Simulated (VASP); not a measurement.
# Ir (P6_3/mmc) in VASP: further runs

Ir is run at these levels: PBEsol; tasks: single point.

Program: VASP 6.6.1. These are calculated values, not measurements. Logs are shortened: lines on timing, memory, paths and dates and some standing lists are left out, and cuts for length are marked.

## 1. The cell of the first run

The structure is hexagonal, space group P6_3/mmc (No. 194). Conventional cell: a = 2.659 Å, b = 2.659 Å, c = 4.316 Å, α = 90.00°, β = 90.00°, γ = 120.00°. Ir (site symmetry -6m2) has 12 Ir at 2.65 to 2.66 Å within 3.5 Å.

## 2. Single point, PBEsol

The input, INCAR:

```
SYSTEM = Ir
ALGO = Normal
EDIFF = 1E-6
ENCUT = 520
GGA = PS
ISIF = 2
ISMEAR = -1
LASPH = .True.
LCHARG = .True.
LELF = .True.
LREAL = .False.
LVHAR = .True.
LWAVE = .False.
NBANDS = 16
NELM = 60
PREC = Accurate
SIGMA = 0.05
```

The input, KPOINTS:

```
k-points
0
Gamma
  11 11 6
  0 0 0
```

The input, POSCAR:

```
Ir
1.0
    2.6585366684      0.0000000000      0.0000000000
   -1.3292683342      2.3023602917      0.0000000000
    0.0000000000      0.0000000000      4.3164493187
Ir
2
Direct
    0.3333333333      0.6666666667      0.2500000000
    0.6666666667      0.3333333333      0.7500000000
```

Potentials or basis: VASP PAW PBE potentials, release 64 (Ir).

Launch:

```console
$ cat potpaw_PBE.64/Ir/POTCAR > POTCAR
$ mpirun -np 1 vasp_std > vasp.out
```

OUTCAR:

```text
SYSTEM = Ir
   EDIFF = 1E-6
   ENCUT = 520
   GGA = PS
   ISIF = 2
   ISMEAR = -1
   LASPH = .True.
   LREAL = .False.
   NELM = 60
   PREC = Accurate

 ion  position               nearest neighbor table
   1  0.333  0.667  0.250-   2 2.65   2 2.65   2 2.65   2 2.65   2 2.65   2 2.65
   2  0.667  0.333  0.750-   1 2.65   1 2.65   1 2.65   1 2.65   1 2.65   1 2.65

  LATTYP: Found a hexagonal cell.
 ALAT       =     2.6585366684
 C/A-ratio  =     1.6236185004

  Lattice vectors:

 A1 = (   2.6585366684,   0.0000000000,   0.0000000000)
 A2 = (  -1.3292683342,   2.3023602917,   0.0000000000)
 A3 = (   0.0000000000,   0.0000000000,   4.3164493187)

Analysis of symmetry for initial positions (statically):
=====================================================================
 Subroutine PRICEL returns:
 Original cell was already a primitive cell.

 Routine SETGRP: Setting up the symmetry group for a
 hexagonal supercell.

 Subroutine GETGRP returns: Found 24 space group operations
 (whereof 12 operations were pure point group operations)
 out of a pool of 24 trial point group operations.

The static configuration has the point symmetry D_3d.
 The point group associated with its full space group is D_6h.

Analysis of symmetry for dynamics (positions and initial velocities):
=====================================================================
 Subroutine PRICEL returns:
 Original cell was already a primitive cell.

 Routine SETGRP: Setting up the symmetry group for a
 hexagonal supercell.

 Subroutine GETGRP returns: Found 24 space group operations
 (whereof 12 operations were pure point group operations)
 out of a pool of 24 trial point group operations.

The dynamic configuration has the point symmetry D_3d.
 The point group associated with its full space group is D_6h.

 Subroutine INISYM returns: Found 24 space group operations
 (whereof 12 operations are pure point group operations),
 and found     1 'primitive' translations

----------------------------------------------------------------------------------------

                                     Primitive cell

  volume of cell :      26.4206

  direct lattice vectors                    reciprocal lattice vectors
     2.658536668  0.000000000  0.000000000     0.376146777  0.217168443  0.000000000
    -1.329268334  2.302360292  0.000000000     0.000000000  0.434336886  0.000000000
     0.000000000  0.000000000  4.316449319     0.000000000  0.000000000  0.231671897

  length of vectors
     2.658536668  2.658536668  4.316449319     0.434336886  0.434336886  0.231671897

  position of ions in fractional coordinates (direct lattice)
     0.333333333  0.666666667  0.250000000
     0.666666667  0.333333333  0.750000000

  ion indices of the primitive-cell ions
   primitive index   ion index
                 1           1
                 2           2

----------------------------------------------------------------------------------------

 KPOINTS: k-points

Automatic generation of k-mesh.
 Grid dimensions read from file:
 generate k-points for:   11   11    6

 Generating k-lattice:

  Cartesian coordinates                     Fractional coordinates (reciprocal lattice)
     0.034195162  0.019742586  0.000000000     0.090909091  0.000000000  0.000000000
     0.000000000  0.039485171  0.000000000     0.000000000  0.090909091  0.000000000
     0.000000000  0.000000000  0.038611983     0.000000000  0.000000000  0.166666667

  Length of vectors
     0.039485171  0.039485171  0.038611983

  Shift w.r.t. Gamma in fractional coordinates (k-lattice)
     0.000000000  0.000000000  0.000000000

 Subroutine IBZKPT returns following result:
 ===========================================

 Found     64 irreducible k-points:

 Following reciprocal coordinates:
            Coordinates               Weight
  0.000000  0.000000  0.000000      1.000000
  0.090909 -0.000000  0.000000      6.000000
  0.181818  0.000000  0.000000      6.000000
  0.272727 -0.000000  0.000000      6.000000
  0.363636  0.000000  0.000000      6.000000
  0.454545  0.000000  0.000000      6.000000
[... 16 lines left out ...]
  0.090909  0.090909  0.166667     12.000000
  0.181818  0.090909  0.166667     24.000000
 [... further k-points ...]
   k-points           NKPTS =     64   k-points in BZ     NKDIM =     64   number of bands    NBANDS=     16
   number of dos      NEDOS =    301   number of ions     NIONS =      2
   total plane-waves  NPLWV =  12800
   dimension x,y,z NGX =    20 NGY =   20 NGZ =   32
   dimension x,y,z NGXF=    40 NGYF=   40 NGZF=   64
   ions per type =               2
   NGX,Y,Z   is equivalent  to a cutoff of  12.51, 12.51, 12.32 a.u.
   NGXF,Y,Z  is equivalent  to a cutoff of  25.01, 25.01, 24.65 a.u.
 SYSTEM =  Ir
   PREC   = accura    normal or accurate (medium, high low for compatibility)
   ISTART =      0    job   : 0-new  1-cont  2-samecut
   ICHARG =      2    charge: 1-file 2-atom 10-const
   ISPIN  =      1    spin polarized calculation?
   LNONCOLLINEAR =      F non collinear calculations
   LSORBIT =      F    spin-orbit coupling
   LASPH  =      T    aspherical Exc in radial PAW
   ENCUT  =  520.0 eV  38.22 Ry    6.18 a.u.   4.94  4.94  8.03*2*pi/ulx,y,z
   NELM   =     60;   NELMIN=  2; NELMDL= -5     # of ELM steps
   EDIFF  = 0.1E-05   stopping-criterion for ELM
   LREAL  =      F    real-space projection
   EDIFFG = 0.1E-04   stopping-criterion for IOM
   NSW    =      0    number of steps for IOM
   IBRION =     -1    ionic relax: 0-MD 1-quasi-New 2-CG
   NFREE  =      0    steps in history (QN), initial steepest desc. (CG)
   ISIF   =      2    stress and relaxation
   ISYM   =      2    0-nonsym 1-usesym 2-fastsym
   POTIM  = 0.5000    time-step for ionic-motion
   TEBEG  =    0.0;   TEEND  =   0.0 temperature during run
   PSTRESS=    0.0 pullay stress
   NELECT =      18.0000    total number of electrons
   NUPDOWN=      -1.0000    fix difference up-down
   EMIN   =  10.00;   EMAX   =-10.00  energy-range for DOS
   EFERMI =   0.00;   METHOD = LEGACY
   ISMEAR =    -1;   SIGMA  =   0.05  broadening in eV -4-tet -1-fermi 0-gaus
   EFERMI_NEDOS =   21; number of points for ismear=-14 and -15
   IALGO  =     38    algorithm
   IMIX   =      4    mixing-type and parameters
     AMIX     =   0.40;   BMIX     =  1.00
     AMIX_MAG =   1.60;   BMIX_MAG =  1.00
  volume/ion in A,a.u.               =      13.21        89.15
  Fermi-wavevector in a.u.,A,eV,Ry     =   1.440516  2.722181 28.233270  2.075087
  Thomas-Fermi vector in A             =   2.559251
   LORBIT       =      0    0 simple, 1 ext, 2 COOP (PROOUT), +10 PAW based schemes
   GGA     = PS    functional components
   LHFCALC =     F    Hartree Fock is set to
   AEXX    =    0.0000 exact exchange contribution
   IVDW    =     0    specifies the selected vdW correction
   LEPSILON=     F    determine dielectric tensor
   LRPA    =     F    only Hartree local field effects (RPA)
 non-spin polarized calculation
  energy-cutoff  :      520.00
  volume of cell :       26.42
 maximum number of plane-waves:       731
 NGX is ok and might be reduce to    20
   NGX =  9   NGY =  9   NGZ = 17

 number of electron      17.9999998 magnetization

 Free energy of the ion-electron system (eV)
  ---------------------------------------------------
  ext. energy  EPLUGINS =         0.00000000
  ---------------------------------------------------
  free energy    TOTEN  =       -19.29372029 eV

  energy without entropy =      -19.27200669  energy(sigma->0) =      -19.28286349

 E-fermi :  11.6015     XC(G=0): -14.5063

 val. band max:       11.5832531267   @ k =   0.3636   0.1818   0.1667
 cond. band min:      11.6032656631   @ k =   0.2727   0.0909   0.3333
 fundamental gap:      0.0200125364
 Fermi energy:        11.6014755874

 k-point     1 :       0.0000    0.0000    0.0000
  band No.  band energies     occupation
      1      -0.4694      2.00000
      2       2.6005      2.00000
      3       7.1882      2.00000
      4       7.3075      2.00000
      5       7.3075      2.00000
      6       8.0519      2.00000
[... 8 lines left out ...]
     15      27.9592      0.00000
     16      29.2295      0.00000

 k-point     2 :       0.0909   -0.0000    0.0000
  band No.  band energies     occupation
      1      -0.1224      2.00000
      2       2.9096      2.00000
      3       6.7006      2.00000
      4       7.6091      2.00000
      5       7.6973      2.00000
      6       7.8863      2.00000
[... 8 lines left out ...]
     15      28.4159      0.00000
     16      29.8096      0.00000

 k-point     3 :       0.1818    0.0000    0.0000
  band No.  band energies     occupation
      1       0.8323      2.00000
      2       3.6275      2.00000
      3       6.1372      2.00000
      4       6.9016      2.00000
      5       7.3587      2.00000
      6       8.2265      2.00000
[... 8 lines left out ...]
     15      28.7971      0.00000
     16      29.9882      0.00000

 k-point     4 :       0.2727   -0.0000    0.0000
  band No.  band energies     occupation
      1       2.0817      2.00000
      2       3.9102      2.00000
      3       5.4837      2.00000
      4       6.2087      2.00000
      5       7.1884      2.00000
      6       7.6810      2.00000
[... 8 lines left out ...]
     15      27.2244      0.00000
     16      27.6760      0.00000
[... 324 lines left out ...]
 k-point    22 :       0.4545    0.0000    0.1667
  band No.  band energies     occupation
      1       2.8861      2.00000
      2       3.3209      2.00000
      3       4.7242      2.00000
      4       5.9167      2.00000
      5       7.2812      2.00000
      6       8.2149      2.00000
[... 8 lines left out ...]
     15      24.4732      0.00000
     16      25.2303      0.00000

 k-point    23 :       0.0909    0.0909    0.1667
  band No.  band energies     occupation
      1       0.8363      2.00000
      2       3.5266      2.00000
      3       6.2689      2.00000
      4       6.6797      2.00000
      5       7.2917      2.00000
      6       7.8408      2.00000
[... 8 lines left out ...]
     15      29.0662      0.00000
     16      29.6803      0.00000

 k-point    24 :       0.1818    0.0909    0.1667
  band No.  band energies     occupation
      1       1.9096      2.00000
      2       4.2668      2.00000
      3       5.6274      2.00000
      4       5.8778      2.00000
      5       6.9732      2.00000
      6       7.6815      2.00000
[... 8 lines left out ...]
     15      27.6273      0.00000
     16      28.5580      0.00000

 [... further k-points ...]

------------------------ aborting loop because EDIFF is reached ----------------------------------------

  FORCE on cell =-STRESS in cart. coord.  units (eV):
  Direction    XX          YY          ZZ          XY          YZ          ZX
  --------------------------------------------------------------------------------------
  -------------------------------------------------------------------------------------
  Total        5.2230062      5.2230062      5.2501740     -0.0000000      0.0000000      0.0000000
  in kB      316.7295146    316.7295146    318.3770035     -0.0000000      0.0000000      0.0000000
  external PRESSURE =     317.2786776 kB  Pullay stress =       0.0000000 kB

 VOLUME and BASIS-vectors are now :
 -----------------------------------------------------------------------------
  energy-cutoff  :      520.00
  volume of cell :       26.42
      direct lattice vectors                 reciprocal lattice vectors
     2.658536668  0.000000000  0.000000000     0.376146777  0.217168443  0.000000000
    -1.329268334  2.302360292  0.000000000     0.000000000  0.434336886  0.000000000
     0.000000000  0.000000000  4.316449319     0.000000000  0.000000000  0.231671897

 POSITION                                       TOTAL-FORCE (eV/Angst)
 -----------------------------------------------------------------------------------
     -0.00000      1.53491      1.07911        -0.000000     -0.000000      0.000000
      1.32927      0.76745      3.23734         0.000000      0.000000      0.000000
 -----------------------------------------------------------------------------------
    total drift:                               -0.000000      0.000000     -0.000000

  FREE ENERGIE OF THE ION-ELECTRON SYSTEM (eV)
  ---------------------------------------------------
  free  energy   TOTEN  =       -19.2937202883 eV

  energy  without entropy=      -19.2720066888  energy(sigma->0) =      -19.28286349
```

Run time: 11 s. Hardware: 1 thread of Intel Xeon 6975P-C, shared host; peak memory 0.15 GiB.

What came out:

```
Free energy            : -19.2937 eV
Pressure               : 31.7 GPa
Band gap on the k mesh : zero (band 9 reaches 12.73 eV, above the bottom of band 10 at 9.07 eV)
```

Caveat: the PAW data sets were made with another functional, which shifts forces and pressure a little; spin-orbit coupling is left out, which moves the levels of the heavy elements.

## 3. Single point, PBEsol

This run uses another cell than the first one, of 13.48 Å³/atom, 1.020 times its volume.

The input, INCAR:

```
ALGO = Normal
EDIFF = 1E-7
ENCUT = 520
GGA = PS
ISIF = 2
ISMEAR = -1
LASPH = T
LCHARG = F
LREAL = F
LWAVE = F
NBANDS = 16
NELM = 60
PREC = Accurate
SIGMA = 0.05
```

The input, KPOINTS:

```
k-points
0
Gamma
  11 11 6
```

The input, POSCAR:

```
Ir
1.0
    2.6766511080      0.0000000000      0.0000000000
   -1.3383255540      2.3180478566      0.0000000000
    0.0000000000      0.0000000000      4.3439065752
Ir
2
Direct
    0.3333333333      0.6666666667      0.2500000000
    0.6666666667      0.3333333333      0.7500000000
```

Potentials or basis: VASP PAW PBE potentials, release 64 (Ir).

Launch:

```console
$ cat potpaw_PBE.64/Ir/POTCAR > POTCAR
$ mpirun -np 1 vasp_std > vasp.out
```

Run time: 15 s. Hardware: 1 thread of Intel Xeon 6975P-C, shared host; peak memory 0.15 GiB.

Results (log left out):

```
Free energy            : -19.3819 eV
Pressure               : 21.5 GPa
Band gap on the k mesh : zero (band 9 reaches 12.32 eV, above the bottom of band 10 at 8.77 eV)
```

Stress tensor (GPa, compression positive):
```
21.43  0.00  0.00
 0.00 21.43  0.00
 0.00  0.00 21.55
```

Levels at points of the mesh, in eV from the Fermi level:
```tsv
k point	band 5	band 6	band 7	band 8	band 9	band 10	band 11	band 12	band 13	band 14
(0.00, 0.00, 0.00)	-4.16	-3.44	-3.44	-2.56	-2.56	-1.01	0.31	0.31	7.53	14.15
(0.00, 0.00, 0.50)	-4.29	-4.29	-4.29	-4.29	-0.49	-0.49	-0.49	-0.49	13.64	13.64
```

Caveat: the PAW data sets were made with another functional, which shifts forces and pressure a little; spin-orbit coupling is left out, which moves the levels of the heavy elements.

[end of part 1 of 2]
